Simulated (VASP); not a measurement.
# CdS3 (P4/mmm) in VASP: further runs

CdS3 is run at these levels: PBE; tasks: single point, relaxation of cell and atoms.

Program: VASP 6.6.1. These are calculated values, not measurements. Logs are shortened: lines on timing, memory, paths and dates and some standing lists are left out, and cuts for length are marked.

## Step 1: The cell of the first run

Symmetry: P4/mmm, No. 123, tetragonal system. The conventional cell has a = 2.849 Å, b = 2.849 Å, c = 11.564 Å, α = 90.00°, β = 90.00°, γ = 90.00°. Cd (site symmetry 4/mmm) has 8 S at 2.81 Å and 4 Cd at 2.85 Å within 3.7 Å. S (site symmetry 4mm) has 4 Cd at 2.81 Å and 4 S at 2.85 Å within 3.7 Å. Within 3.8 Å of S (site symmetry 4/mmm) lie 4 S at 2.85 Å.

The cell was built from a structure type or drawn by symmetry, and may not be a known phase.

## Step 2: Single point, PBE

Input file INCAR:

```
SYSTEM = CdS3
PREC = Accurate ; ENCUT = 500
EDIFF = 1E-6 ; ISMEAR = 0
SIGMA = 0.1 ; LREAL = .False.
LASPH = .True. ; NELM = 120
ALGO = Normal ; ISIF = 2
LWAVE = .False. ; LCHARG = .False.
GGA = PE ; NBANDS = 23
GGA_COMPAT = .False.
```

Input file KPOINTS:

```
Automatic mesh
0
Gamma
  6 6 2
  0 0 0
```

Input file POSCAR:

```
CdS3
1.0
    2.8494283901      0.0000000000      0.0000000000
    0.0000000000      2.8494283901      0.0000000000
    0.0000000000      0.0000000000     11.5636350944
Cd S
1 3
Direct
    0.0000000000      0.0000000000      0.0000000000
    0.5000000000      0.5000000000      0.8307206626
    0.0000000000      0.0000000000      0.5000000000
    0.5000000000      0.5000000000      0.1692793374
```

Potentials or basis: VASP PAW PBE potentials, release 64 (Cd, S).

The run is started by

```sh
$ cat potpaw_PBE.64/Cd/POTCAR potpaw_PBE.64/S/POTCAR > POTCAR
$ mpirun -np 1 vasp_std > vasp.out
```

OUTCAR:

```text
SYSTEM = CdS3
   PREC = Accurate
   ENCUT = 500
   EDIFF = 1E-6
   ISMEAR = 0
   LREAL = .False.
   LASPH = .True.
   NELM = 120
   ISIF = 2
   GGA = PE

 ion  position               nearest neighbor table
   1  0.000  0.000  0.000-   2 2.81   4 2.81   2 2.81   4 2.81   2 2.81   4 2.81   2 2.81   4 2.81

   2  0.500  0.500  0.831-   1 2.81   1 2.81   1 2.81   1 2.81
   3  0.000  0.000  0.500-
   4  0.500  0.500  0.169-   1 2.81   1 2.81   1 2.81   1 2.81

  LATTYP: Found a simple tetragonal cell.
 ALAT       =     2.8494283901
 C/A-ratio  =     4.0582297610

  Lattice vectors:

 A1 = (   2.8494283901,   0.0000000000,   0.0000000000)
 A2 = (   0.0000000000,   2.8494283901,   0.0000000000)
 A3 = (   0.0000000000,   0.0000000000,  11.5636350944)

Analysis of symmetry for initial positions (statically):
=====================================================================
 Subroutine PRICEL returns:
 Original cell was already a primitive cell.

 Routine SETGRP: Setting up the symmetry group for a
 simple tetragonal supercell.

 Subroutine GETGRP returns: Found 16 space group operations
 (whereof 16 operations were pure point group operations)
 out of a pool of 16 trial point group operations.

The static configuration has the point symmetry D_4h.

Analysis of symmetry for dynamics (positions and initial velocities):
=====================================================================
 Subroutine PRICEL returns:
 Original cell was already a primitive cell.

 Routine SETGRP: Setting up the symmetry group for a
 simple tetragonal supercell.

 Subroutine GETGRP returns: Found 16 space group operations
 (whereof 16 operations were pure point group operations)
 out of a pool of 16 trial point group operations.

The dynamic configuration has the point symmetry D_4h.

 Subroutine INISYM returns: Found 16 space group operations
 (whereof 16 operations are pure point group operations),
 and found     1 'primitive' translations

----------------------------------------------------------------------------------------

                                     Primitive cell

  volume of cell :      93.8880

  direct lattice vectors                    reciprocal lattice vectors
     2.849428390  0.000000000  0.000000000     0.350947581  0.000000000  0.000000000
     0.000000000  2.849428390  0.000000000     0.000000000  0.350947581  0.000000000
     0.000000000  0.000000000 11.563635094     0.000000000  0.000000000  0.086477997

  length of vectors
     2.849428390  2.849428390 11.563635094     0.350947581  0.350947581  0.086477997

  position of ions in fractional coordinates (direct lattice)
     0.000000000  0.000000000  0.000000000
     0.500000000  0.500000000  0.830720663
     0.000000000  0.000000000  0.500000000
     0.500000000  0.500000000  0.169279337

  ion indices of the primitive-cell ions
   primitive index   ion index
                 1           1
                 2           2
                 3           3
                 4           4

----------------------------------------------------------------------------------------

 KPOINTS: Automatic mesh

Automatic generation of k-mesh.
 Grid dimensions read from file:
 generate k-points for:    6    6    2

 Generating k-lattice:

  Cartesian coordinates                     Fractional coordinates (reciprocal lattice)
     0.058491263  0.000000000  0.000000000     0.166666667  0.000000000  0.000000000
     0.000000000  0.058491263  0.000000000     0.000000000  0.166666667  0.000000000
     0.000000000  0.000000000  0.043238998     0.000000000  0.000000000  0.500000000

  Length of vectors
     0.058491263  0.058491263  0.043238998

  Shift w.r.t. Gamma in fractional coordinates (k-lattice)
     0.000000000  0.000000000  0.000000000

 Subroutine IBZKPT returns following result:
 ===========================================

 Found     20 irreducible k-points:

 Following reciprocal coordinates:
            Coordinates               Weight
  0.000000  0.000000  0.000000      1.000000
  0.166667  0.000000  0.000000      4.000000
  0.333333  0.000000  0.000000      4.000000
  0.500000  0.000000  0.000000      2.000000
  0.166667  0.166667  0.000000      4.000000
  0.333333  0.166667  0.000000      8.000000
[... 12 lines left out ...]
  0.500000  0.333333  0.500000      4.000000
  0.500000  0.500000  0.500000      1.000000
   k-points           NKPTS =     20   k-points in BZ     NKDIM =     20   number of bands    NBANDS=     23
   number of dos      NEDOS =    301   number of ions     NIONS =      4
   total plane-waves  NPLWV =  48384
   dimension x,y,z NGX =    24 NGY =   24 NGZ =   84
   dimension x,y,z NGXF=    48 NGYF=   48 NGZF=  168
   ions per type =               1   3
   NGX,Y,Z   is equivalent  to a cutoff of  14.00, 14.00, 12.08 a.u.
   NGXF,Y,Z  is equivalent  to a cutoff of  28.00, 28.00, 24.15 a.u.
 SYSTEM =  CdS3
   PREC   = accura    normal or accurate (medium, high low for compatibility)
   ISTART =      0    job   : 0-new  1-cont  2-samecut
   ICHARG =      2    charge: 1-file 2-atom 10-const
   ISPIN  =      1    spin polarized calculation?
   LNONCOLLINEAR =      F non collinear calculations
   LSORBIT =      F    spin-orbit coupling
   LASPH  =      T    aspherical Exc in radial PAW
   ENCUT  =  500.0 eV  36.75 Ry    6.06 a.u.   5.20  5.20 21.08*2*pi/ulx,y,z
   NELM   =    120;   NELMIN=  2; NELMDL= -5     # of ELM steps
   EDIFF  = 0.1E-05   stopping-criterion for ELM
   LREAL  =      F    real-space projection
   EDIFFG = 0.1E-04   stopping-criterion for IOM
   NSW    =      0    number of steps for IOM
   IBRION =     -1    ionic relax: 0-MD 1-quasi-New 2-CG
   NFREE  =      0    steps in history (QN), initial steepest desc. (CG)
   ISIF   =      2    stress and relaxation
   ISYM   =      2    0-nonsym 1-usesym 2-fastsym
   POTIM  = 0.5000    time-step for ionic-motion
   TEBEG  =    0.0;   TEEND  =   0.0 temperature during run
   PSTRESS=    0.0 pullay stress
   NELECT =      30.0000    total number of electrons
   NUPDOWN=      -1.0000    fix difference up-down
   EMIN   =  10.00;   EMAX   =-10.00  energy-range for DOS
   EFERMI =   0.00;   METHOD = LEGACY
   ISMEAR =     0;   SIGMA  =   0.10  broadening in eV -4-tet -1-fermi 0-gaus
   EFERMI_NEDOS =   21; number of points for ismear=-14 and -15
   IALGO  =     38    algorithm
   IMIX   =      4    mixing-type and parameters
     AMIX     =   0.40;   BMIX     =  1.00
     AMIX_MAG =   1.60;   BMIX_MAG =  1.00
  volume/ion in A,a.u.               =      23.47       158.40
  Fermi-wavevector in a.u.,A,eV,Ry     =   1.119211  2.115002 17.043109  1.252633
  Thomas-Fermi vector in A             =   2.255848
   LORBIT       =      0    0 simple, 1 ext, 2 COOP (PROOUT), +10 PAW based schemes
   GGA     = PE    functional components
   LHFCALC =     F    Hartree Fock is set to
   AEXX    =    0.0000 exact exchange contribution
   IVDW    =     0    specifies the selected vdW correction
   LEPSILON=     F    determine dielectric tensor
   LRPA    =     F    only Hartree local field effects (RPA)
 non-spin polarized calculation
 Gauss-broadening in eV      SIGMA  =   0.10
  energy-cutoff  :      500.00
  volume of cell :       93.89
 maximum number of plane-waves:      2411
 NGX is ok and might be reduce to    24
   NGX = 11   NGY = 11   NGZ = 43

 number of electron      29.9999994 magnetization

 Free energy of the ion-electron system (eV)
  ---------------------------------------------------
  ext. energy  EPLUGINS =         0.00000000
  ---------------------------------------------------
  free energy    TOTEN  =       -10.21487520 eV

  energy without entropy =      -10.19194047  energy(sigma->0) =      -10.20340783

 E-fermi :   2.4402     XC(G=0):  -9.1853

 val. band max:        2.2711664185   @ k =   0.1667   0.0000   0.5000
 cond. band min:       2.4606698442   @ k =   0.3333   0.1667   0.5000
 fundamental gap:      0.1895034257
 Fermi energy:         2.4402102624

 k-point     1 :       0.0000    0.0000    0.0000
  band No.  band energies     occupation
      1     -11.9907      2.00000
      2     -11.4757      2.00000
      3     -10.6266      2.00000
      4      -7.7052      2.00000
      5      -7.2839      2.00000
      6      -6.1936      2.00000
[... 15 lines left out ...]
     22      10.7737      0.00000
     23      11.1244      0.00000

 k-point     2 :       0.1667    0.0000    0.0000
  band No.  band energies     occupation
      1     -11.6093      2.00000
      2     -11.1872      2.00000
      3     -10.3023      2.00000
      4      -7.5548      2.00000
      5      -7.0115      2.00000
      6      -6.3444      2.00000
[... 15 lines left out ...]
     22      11.3196      0.00000
     23      11.5157      0.00000

 k-point     3 :       0.3333    0.0000    0.0000
  band No.  band energies     occupation
      1     -10.6260      2.00000
      2     -10.5203      2.00000
      3      -9.5009      2.00000
      4      -7.3920      2.00000
      5      -6.4590      2.00000
      6      -6.4523      2.00000
[... 15 lines left out ...]
     22      11.3238      0.00000
     23      11.9777      0.00000

 k-point     4 :       0.5000    0.0000    0.0000
  band No.  band energies     occupation
      1     -10.1326      2.00000
      2      -9.8997      2.00000
      3      -8.9691      2.00000
      4      -7.3482      2.00000
      5      -6.5020      2.00000
      6      -6.4061      2.00000
[... 15 lines left out ...]
     22      11.3629      0.00000
     23      12.4068      0.00000

 k-point     5 :       0.1667    0.1667    0.0000
  band No.  band energies     occupation
      1     -11.2413      2.00000
      2     -10.8902      2.00000
      3      -9.9793      2.00000
      4      -7.2828      2.00000
      5      -6.8888      2.00000
      6      -6.4078      2.00000
[... 330 lines left out ...]
 k-point    18 :       0.3333    0.3333    0.5000
  band No.  band energies     occupation
      1      -9.5653      2.00000
      2      -9.3789      2.00000
      3      -8.3944      2.00000
      4      -6.8710      2.00000
      5      -6.8494      2.00000
      6      -6.3185      2.00000
[... 15 lines left out ...]
     22      10.5137      0.00000
     23      10.5846      0.00000

 k-point    19 :       0.5000    0.3333    0.5000
  band No.  band energies     occupation
      1      -9.1451      2.00000
      2      -8.8261      2.00000
      3      -7.8725      2.00000
      4      -6.8701      2.00000
      5      -6.7447      2.00000
      6      -6.5514      2.00000
[... 15 lines left out ...]
     22       9.7475      0.00000
     23      10.4077      0.00000

 k-point    20 :       0.5000    0.5000    0.5000
  band No.  band energies     occupation
      1      -8.9492      2.00000
      2      -7.9121      2.00000
      3      -7.3555      2.00000
      4      -7.0756      2.00000
      5      -7.0756      2.00000
      6      -6.4858      2.00000
[... 15 lines left out ...]
     22       8.4557      0.00000
     23      11.8971      0.00000

------------------------ aborting loop because EDIFF is reached ----------------------------------------

  FORCE on cell =-STRESS in cart. coord.  units (eV):
  Direction    XX          YY          ZZ          XY          YZ          ZX
  --------------------------------------------------------------------------------------
  -------------------------------------------------------------------------------------
  Total        0.1538375      0.1538375      0.2505587      0.0000000      0.0000000      0.0000000
  in kB        2.6252027      2.6252027      4.2757295      0.0000000      0.0000000      0.0000000
  external PRESSURE =       3.1753783 kB  Pullay stress =       0.0000000 kB

 VOLUME and BASIS-vectors are now :
 -----------------------------------------------------------------------------
  energy-cutoff  :      500.00
  volume of cell :       93.89
      direct lattice vectors                 reciprocal lattice vectors
     2.849428390  0.000000000  0.000000000     0.350947581  0.000000000  0.000000000
     0.000000000  2.849428390  0.000000000     0.000000000  0.350947581  0.000000000
     0.000000000  0.000000000 11.563635094     0.000000000  0.000000000  0.086477997

 POSITION                                       TOTAL-FORCE (eV/Angst)
 -----------------------------------------------------------------------------------
      0.00000      0.00000      0.00000         0.000000      0.000000     -0.000000
      1.42471      1.42471      9.60615         0.000000      0.000000     -0.041189
      0.00000      0.00000      5.78182         0.000000      0.000000     -0.000000
      1.42471      1.42471      1.95748         0.000000     -0.000000      0.041189
 -----------------------------------------------------------------------------------
    total drift:                               -0.000000     -0.000000      0.000000

  FREE ENERGIE OF THE ION-ELECTRON SYSTEM (eV)
  ---------------------------------------------------
  free  energy   TOTEN  =       -10.2148751960 eV

  energy  without entropy=      -10.1919404718  energy(sigma->0) =      -10.20340783
```

Run time: 36 s. Hardware: 1 thread of AMD EPYC 9R45 (Zen 5), shared host; peak memory 0.18 GiB.

Results:

```yaml
Free_energy: -10.2149 eV
Pressure: 0.3 GPa
Largest_force: 0.041 eV/Å
Band_gap_on_the_k_mesh: zero (bands 15 and 16 overlap by 2.91 eV)
```

Forces in eV/Å, atoms in the order of the input:
```
Cd   0.000  0.000  0.000
S    0.000  0.000 -0.041
S    0.000  0.000  0.000
S    0.000  0.000  0.041
```

Stress tensor (GPa, compression positive):
```
0.26 0.00 0.00
0.00 0.26 0.00
0.00 0.00 0.43
```

Levels at points of the mesh, in eV from the Fermi level:
```tsv
k point	band 10	band 11	band 12	band 13	band 14	band 15	band 16	band 17	band 18	band 19
(0.00, 0.00, 0.00)	-3.70	-2.08	1.00	1.00	1.41	1.41	1.77	1.85	1.85	7.19
(0.50, 0.00, 0.00)	-5.61	-4.37	-3.66	-1.08	-0.79	0.96	2.14	2.22	2.70	4.35
(0.50, 0.50, 0.00)	-4.31	-3.15	-3.15	-2.92	-2.92	-0.49	-0.42	0.46	2.35	3.36
(0.00, 0.00, 0.50)	-3.53	-2.32	1.00	1.00	1.41	1.41	1.85	1.85	2.03	6.19
(0.50, 0.00, 0.50)	-5.61	-4.35	-3.69	-1.05	-0.82	1.02	2.14	2.22	2.70	4.24
(0.50, 0.50, 0.50)	-4.31	-3.16	-3.16	-2.91	-2.91	-0.48	-0.42	0.46	2.36	3.36
```

Caveat: the k points lie up to 0.37 Å⁻¹ apart, too coarse for converged energies and pressures of a metal.

(Part 1 of 3 ends here.)
